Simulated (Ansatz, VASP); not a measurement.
## Ta in VASP and in Ansatz

```
Ta
1.0
    -1.62896    1.62896    1.62896
     1.62896   -1.62896    1.62896
     1.62896    1.62896   -1.62896
Ta
1
Direct
  0.00000 0.00000 0.00000
```

Change from the starting cell: volume scaled by 0.96.

Alike in both runs: task single point; functional PBEsol; k mesh 11 × 11 × 11; occupations fermi-dirac, width 0.05 eV; no spin polarisation.

```csv
,VASP,Ansatz
version,VASP 6.6.1,Ansatz 0.2.0
potentials or method,"VASP PAW PBE potentials, release 64 (Ta_pv), cutoff 520 eV","all-electron LAPW, scalar-relativistic"
```

|  | VASP | Ansatz | Ansatz less VASP |
| --- | --- | --- | --- |
| gap on the k mesh at the Fermi level (eV) | none | none | - |
| pressure (GPa) | 4.6 | 4.2 | -0.39 |

VASP's potentials were made for PBE, not for PBEsol. A gap of «none» marks a metal or a gap that the smearing closes. Ansatz ran all-electron here, and VASP with PAW potentials.

Neither program's run includes spin-orbit coupling.
